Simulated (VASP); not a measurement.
# Zr in VASP: single point with PBE+D3(BJ)

Aim: the single point of Zr with PBE+D3(BJ).

All numbers are computed with VASP 6.6.1; they aren't measurements. Logs are shortened: lines on timing, memory, paths and dates and some standing lists are left out, and cuts for length are marked.

### Step 1. The cell of the first run

The cell holds a slab with vacuum, 16 atoms: a = 6.371 Å, b = 6.371 Å, c = 27.427 Å, α = 90.00°, β = 90.00°, γ = 120.00°.

### Step 2. Single point, PBE+D3(BJ)

INCAR

```
PREC = Accurate
ENCUT = 520
EDIFF = 1E-6
ISMEAR = 0
SIGMA = 0.1
LREAL = Auto
LASPH = T
NELM = 80
ALGO = Fast
ISIF = 2
LWAVE = F
LCHARG = F
LDIPOL = T
IDIPOL = 3
DIPOL = 0.5 0.5 0.433
GGA = PE
IVDW = 12
NBANDS = 110
```

KPOINTS

```
regular mesh
0
Gamma
  4 4 1
```

POSCAR

```
Zr
1.0
    6.3710095759      0.0000000000      0.0000000000
   -3.1855047880      5.5174561405      0.0000000000
    0.0000000000      0.0000000000     27.4268285402
Zr
16
Direct
    0.3333333333      0.1666666667      0.2916852011
    0.3333333333      0.6666666667      0.2916852011
    0.8333333333      0.1666666667      0.2916852011
    0.8333333333      0.6666666667      0.2916852011
    0.1666666667      0.3333333333      0.3848437245
    0.1666666667      0.8333333333      0.3848437245
    0.6666666667      0.3333333333      0.3848437245
    0.6666666667      0.8333333333      0.3848437245
    0.3374039566      0.1580749050      0.4830635662
    0.3270693190      0.6660324277      0.4799133968
    0.8472853726      0.1800356586      0.4797752110
    0.8301045687      0.6558590999      0.4771754893
    0.1937868826      0.3377068242      0.5735323127
    0.1535855574      0.8204241573      0.5776671766
    0.6577966924      0.3044092624      0.5779782593
    0.6721405533      0.8407745369      0.5658173977
```

Potentials or basis: VASP PAW PBE potentials, release 64 (Zr_sv).

On the command line:

```bash
$ cat potpaw_PBE.64/Zr_sv/POTCAR > POTCAR
$ mpirun -np 1 vasp_std > vasp.out
```

OUTCAR:

```text
PREC = Accurate
   ENCUT = 520
   EDIFF = 1E-6
   ISMEAR = 0
   LREAL = Auto
   LASPH = T
   NELM = 80
   ISIF = 2
   GGA = PE
   IVDW = 12
 IVDW          = 12

 ion  position               nearest neighbor table
   1  0.333  0.167  0.292-   5 3.15   7 3.15   6 3.15   4 3.19   4 3.19   3 3.19   3 3.19   2 3.19
                             2 3.19
   2  0.333  0.667  0.292-   6 3.15   8 3.15   5 3.15   3 3.19   3 3.19   4 3.19   4 3.19   1 3.19
                             1 3.19
   3  0.833  0.167  0.292-   7 3.15   5 3.15   8 3.15   2 3.19   2 3.19   1 3.19   1 3.19   4 3.19
                             4 3.19
   4  0.833  0.667  0.292-   8 3.15   6 3.15   7 3.15   1 3.19   1 3.19   2 3.19   2 3.19   3 3.19
                             3 3.19
   5  0.167  0.333  0.385-  11 3.14   1 3.15   3 3.15   2 3.15   8 3.19   8 3.19   7 3.19   7 3.19
                             6 3.19   6 3.19  10 3.19   9 3.30
   6  0.167  0.833  0.385-  12 3.14   2 3.15   4 3.15   1 3.15  10 3.17   7 3.19   7 3.19   8 3.19
                             8 3.19   5 3.19   5 3.19   9 3.24
   7  0.667  0.333  0.385-  12 3.10   3 3.15   1 3.15   4 3.15   6 3.19   6 3.19   5 3.19   5 3.19
                             8 3.19   8 3.19  11 3.19   9 3.25
   8  0.667  0.833  0.385-   4 3.15   2 3.15   3 3.15  12 3.15   5 3.19   5 3.19   6 3.19   6 3.19
                             7 3.19   7 3.19  10 3.21  11 3.23
   9  0.337  0.158  0.483-  13 3.06  10 3.10  15 3.15  12 3.16  11 3.18  14 3.20  11 3.20  12 3.22
                             6 3.24   7 3.25  10 3.27   5 3.30
  10  0.327  0.666  0.480-  16 3.03  11 3.08   9 3.10  12 3.14  13 3.15   6 3.17   5 3.19   8 3.21
                            14 3.23  12 3.24   9 3.27  11 3.29
  11  0.847  0.180  0.480-  16 3.01  10 3.08  12 3.09   5 3.14   9 3.18   7 3.19   9 3.20  13 3.21
                            15 3.21   8 3.23  12 3.29  10 3.29
  12  0.830  0.656  0.477-  16 3.08  11 3.09   7 3.10  10 3.14   6 3.14   8 3.15   9 3.16   9 3.22
                            10 3.24  14 3.28  11 3.29  15 3.38
  13  0.194  0.338  0.574-   9 3.06  15 3.07  16 3.14  10 3.15  14 3.18  11 3.21  14 3.21  16 3.25
                            15 3.32
  14  0.154  0.820  0.578-  15 3.15  16 3.15  13 3.18   9 3.20  13 3.21  15 3.23  10 3.23  16 3.26
                            12 3.28
  15  0.658  0.304  0.578-  16 3.02  13 3.07   9 3.15  14 3.15  11 3.21  14 3.23  13 3.32  12 3.38
                            16 3.39
  16  0.672  0.841  0.566-  11 3.01  15 3.02  10 3.03  12 3.08  13 3.14  14 3.15  13 3.25  14 3.26
                            15 3.39

  LATTYP: Found a hexagonal cell.
 ALAT       =     6.3710095759
 C/A-ratio  =     4.3049422879

  Lattice vectors:

 A1 = (   6.3710095759,   0.0000000000,   0.0000000000)
 A2 = (  -3.1855047880,   5.5174561405,   0.0000000000)
 A3 = (   0.0000000000,   0.0000000000,  27.4268285402)

Analysis of symmetry for initial positions (statically):
=====================================================================
 Subroutine PRICEL returns:
 Original cell was already a primitive cell.

 Routine SETGRP: Setting up the symmetry group for a
 hexagonal supercell.

 Subroutine GETGRP returns: Found  1 space group operations
 (whereof  1 operations were pure point group operations)
 out of a pool of 24 trial point group operations.

The static configuration has the point symmetry C_1 .

Analysis of symmetry for dynamics (positions and initial velocities):
=====================================================================
 Subroutine PRICEL returns:
 Original cell was already a primitive cell.

 Routine SETGRP: Setting up the symmetry group for a
 hexagonal supercell.

 Subroutine GETGRP returns: Found  1 space group operations
 (whereof  1 operations were pure point group operations)
 out of a pool of 24 trial point group operations.

The dynamic configuration has the point symmetry C_1 .

 Subroutine INISYM returns: Found  1 space group operations
 (whereof  1 operations are pure point group operations),
 and found     1 'primitive' translations

----------------------------------------------------------------------------------------

                                     Primitive cell

  volume of cell :     964.1015

  direct lattice vectors                    reciprocal lattice vectors
     6.371009576  0.000000000  0.000000000     0.156960995  0.090621473  0.000000000
    -3.185504788  5.517456141  0.000000000     0.000000000  0.181242945  0.000000000
     0.000000000  0.000000000 27.426828540     0.000000000  0.000000000  0.036460650
[... 58 lines left out ...]

  Shift w.r.t. Gamma in fractional coordinates (k-lattice)
     0.000000000  0.000000000  0.000000000

 Subroutine IBZKPT returns following result:
 ===========================================

 Found     10 irreducible k-points:

 Following reciprocal coordinates:
            Coordinates               Weight
  0.000000  0.000000  0.000000      1.000000
  0.250000  0.000000  0.000000      2.000000
  0.000000  0.250000  0.000000      2.000000
 -0.250000  0.250000  0.000000      2.000000
  0.500000  0.000000  0.000000      1.000000
  0.000000  0.500000  0.000000      1.000000
  0.500000  0.500000  0.000000      1.000000
  0.250000  0.250000  0.000000      2.000000
 -0.250000  0.500000  0.000000      2.000000
  0.500000  0.250000  0.000000      2.000000
   k-points           NKPTS =     10   k-points in BZ     NKDIM =     10   number of bands    NBANDS=    110
   number of dos      NEDOS =    301   number of ions     NIONS =     16
   total plane-waves  NPLWV = 483840
   dimension x,y,z NGX =    48 NGY =   48 NGZ =  210
   dimension x,y,z NGXF=    96 NGYF=   96 NGZF=  420
   ions per type =              16
   NGX,Y,Z   is equivalent  to a cutoff of  12.53, 12.53, 12.73 a.u.
   NGXF,Y,Z  is equivalent  to a cutoff of  25.05, 25.05, 25.46 a.u.
 SYSTEM =  unknown system
   PREC   = accura    normal or accurate (medium, high low for compatibility)
   ISTART =      0    job   : 0-new  1-cont  2-samecut
   ICHARG =      2    charge: 1-file 2-atom 10-const
   ISPIN  =      1    spin polarized calculation?
   LNONCOLLINEAR =      F non collinear calculations
   LSORBIT =      F    spin-orbit coupling
   LASPH  =      T    aspherical Exc in radial PAW
   ENCUT  =  520.0 eV  38.22 Ry    6.18 a.u.  11.85 11.85 51.00*2*pi/ulx,y,z
   NELM   =     80;   NELMIN=  2; NELMDL= -5     # of ELM steps
   EDIFF  = 0.1E-05   stopping-criterion for ELM
   LREAL  =      T    real-space projection
   EDIFFG = 0.1E-04   stopping-criterion for IOM
   NSW    =      0    number of steps for IOM
   IBRION =     -1    ionic relax: 0-MD 1-quasi-New 2-CG
   NFREE  =      0    steps in history (QN), initial steepest desc. (CG)
   ISIF   =      2    stress and relaxation
   ISYM   =      2    0-nonsym 1-usesym 2-fastsym
   POTIM  = 0.5000    time-step for ionic-motion
   TEBEG  =    0.0;   TEEND  =   0.0 temperature during run
   PSTRESS=    0.0 pullay stress
   NELECT =     192.0000    total number of electrons
   NUPDOWN=      -1.0000    fix difference up-down
   EMIN   =  10.00;   EMAX   =-10.00  energy-range for DOS
   EFERMI =   0.00;   METHOD = LEGACY
   ISMEAR =     0;   SIGMA  =   0.10  broadening in eV -4-tet -1-fermi 0-gaus
   EFERMI_NEDOS =   21; number of points for ismear=-14 and -15
   IALGO  =     68    algorithm
   IMIX   =      4    mixing-type and parameters
     AMIX     =   0.40;   BMIX     =  1.00
     AMIX_MAG =   1.60;   BMIX_MAG =  1.00
  volume/ion in A,a.u.               =      60.26       406.63
  Fermi-wavevector in a.u.,A,eV,Ry     =   0.956022  1.806619 12.435414  0.913977
  Thomas-Fermi vector in A             =   2.084912
   LORBIT       =      0    0 simple, 1 ext, 2 COOP (PROOUT), +10 PAW based schemes
   GGA     = PE    functional components
   LHFCALC =     F    Hartree Fock is set to
   AEXX    =    0.0000 exact exchange contribution
   IVDW    =    12    specifies the selected vdW correction
   LEPSILON=     F    determine dielectric tensor
   LRPA    =     F    only Hartree local field effects (RPA)
 non-spin polarized calculation
 RMM-DIIS sequential band-by-band and
 Gauss-broadening in eV      SIGMA  =   0.10
  energy-cutoff  :      520.00
  volume of cell :      964.10
 maximum number of plane-waves:     25979
   NGX = 23   NGY = 23   NGZ =101

 dipolmoment           0.000000      0.000000      0.056169 electrons x Angstroem

 number of electron     192.0000000 magnetization

 dipolmoment           0.000000      0.000000     -0.015941 electrons x Angstroem

 Free energy of the ion-electron system (eV)
  ---------------------------------------------------
  ext. energy  EPLUGINS =         0.00000000
  ---------------------------------------------------
  free energy    TOTEN  =      -128.87948877 eV

  energy without entropy =     -128.74550061  energy(sigma->0) =     -128.81249469

 E-fermi :   0.9752     XC(G=0):  -4.9731

 val. band max:        0.9713468399   @ k =  -0.2500   0.2500   0.0000
 cond. band min:       0.9836365663   @ k =   0.0000   0.0000   0.0000
 fundamental gap:      0.0122897264
 Fermi energy:         0.9752081329

 k-point     1 :       0.0000    0.0000    0.0000
  band No.  band energies     occupation
      1     -48.0187      2.00000
      2     -47.9507      2.00000
      3     -47.9444      2.00000
      4     -47.8621      2.00000
      5     -47.8491      2.00000
      6     -47.8471      2.00000
[... 1099 lines left out ...]
    107       1.5924      0.00000
    108       1.6051      0.00000
 [bands above 108 left out]

------------------------ aborting loop because EDIFF is reached ----------------------------------------

 vacuum level on the upper side and lower side of the slab       (xc-potential included)        -0.181        -0.104

 Edisp (eV)   -6.48836

 E8    (eV) :    -3.4365

  FORCE on cell =-STRESS in cart. coord.  units (eV):
  Direction    XX          YY          ZZ          XY          YZ          ZX
  --------------------------------------------------------------------------------------
  -------------------------------------------------------------------------------------
  Total      -8.60791    -8.41489    -7.44947    -0.15615     0.13772    -0.12179
  in kB     -14.30493   -13.98416   -12.37978    -0.25949     0.22887    -0.20239
  external pressure =      -13.56 kB  Pullay stress =        0.00 kB

 VOLUME and BASIS-vectors are now :
 -----------------------------------------------------------------------------
  energy-cutoff  :      520.00
  volume of cell :      964.10
      direct lattice vectors                 reciprocal lattice vectors
     6.371009576  0.000000000  0.000000000     0.156960995  0.090621473  0.000000000
    -3.185504788  5.517456141  0.000000000     0.000000000  0.181242945  0.000000000
     0.000000000  0.000000000 27.426828540     0.000000000  0.000000000  0.036460650

 POSITION                                       TOTAL-FORCE (eV/Angst)
 -----------------------------------------------------------------------------------
      1.59275      0.91958      8.00000        -0.026873      0.008454      0.458595
     -0.00000      3.67830      8.00000        -0.002653     -0.030459      0.413224
      4.77826      0.91958      8.00000         0.024100      0.008316      0.403413
      3.18550      3.67830      8.00000         0.016377      0.003643      0.369298
      0.00000      1.83915     10.55504         0.144246     -0.008597     -0.332154
     -1.59275      4.59788     10.55504        -0.033522      0.032918     -0.381335
[... 8 lines left out ...]
      3.22113      1.67956     15.85211         0.090695      0.349858     -0.552531
      1.60392      4.63894     15.51858         0.076591     -0.211633      0.031264
 -----------------------------------------------------------------------------------
    total drift:                                0.000237      0.000025      0.005753

  FREE ENERGIE OF THE ION-ELECTRON SYSTEM (eV)
  ---------------------------------------------------
  free  energy   TOTEN  =      -135.3678486735 eV

  energy  without entropy=     -135.2338605200  energy(sigma->0) =     -135.30085460

 vacuum level on the upper side and lower side of the slab         4.982         5.064
```

Wall time 87 min (1 thread of Oxide Virtual Turin-like, shared host); peak memory 1.3 GiB.

What came out:

| Item | Value |
| --- | --- |
| Free energy | -135.3678 eV |
| Largest force | 0.879 eV/Å |
| Band gap on the k mesh | zero (bands 96 and 97 overlap by 0.82 eV) |
| Dispersion energy per atom | -0.406 eV |

Forces in eV/Å, atoms in the order of the input:
```
Zr  -0.027  0.008  0.459
Zr  -0.003 -0.030  0.413
Zr   0.024  0.008  0.403
Zr   0.016  0.004  0.369
Zr   0.144 -0.009 -0.332
Zr  -0.034  0.033 -0.381
Zr  -0.051 -0.088 -0.416
Zr  -0.041  0.058 -0.694
Zr  -0.069 -0.050  0.174
Zr   0.103  0.067  0.209
Zr   0.053 -0.096  0.205
Zr  -0.105  0.094  0.868
Zr  -0.355 -0.138 -0.218
Zr   0.177 -0.001 -0.536
Zr   0.091  0.350 -0.553
Zr   0.077 -0.212  0.031
```
